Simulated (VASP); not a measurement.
Wanted: the native input for a VASP 6.6.1 run.

```
Task                   : single point
Functional             : PBE
Potentials or basis    : VASP PAW PBE potentials, release 64 (P)
Cutoff                 : 520 eV
k mesh                 : 10 × 10 × 9
Occupations            : fermi-dirac, width 0.08 eV
Spin                   : no spin polarisation
Dipole correction      : no
Further INCAR settings : ALGO = Normal; EDIFF = 1e-06; NBANDS = 8
```

The structure of P lies in POSCAR:

```
P
1.0
    4.3610152585      0.0000000000      0.0000000000
    0.0000000000      4.3610152585      0.0000000000
    0.0000000000      0.0000000000      4.2028800000
P
1
Direct
    0.0000000000      0.0000000000      0.0000000000
```

This cell differs from its parent crystal: z stretched by -4 % at fixed volume.

One way to write it, as run:

INCAR

```
SYSTEM = P
PREC = Accurate
ENCUT = 520
EDIFF = 1E-6
ISMEAR = -1
SIGMA = 0.08
LREAL = .False.
LASPH = .True.
NELM = 80
ALGO = Normal
ISIF = 2
LWAVE = .False.
LCHARG = .True.
GGA = PE
LELF = .True.
LVHAR = .True.
NBANDS = 8
```

KPOINTS

```
Automatic mesh
0
Gamma
  10 10 9
  0 0 0
```

Potentials or basis: VASP PAW PBE potentials, release 64 (P).

Run with:

```console
$ cat potpaw_PBE.64/P/POTCAR > POTCAR
$ mpirun -np 1 vasp_std > vasp.out
```

It gave:

```yaml
Pressure: -3.5 GPa
```

Wall time 22 s on 1 thread of Intel(R) Xeon(R) Platinum 8488C (Sapphire Rapids), with other jobs on the host, peak memory 0.2 GiB.
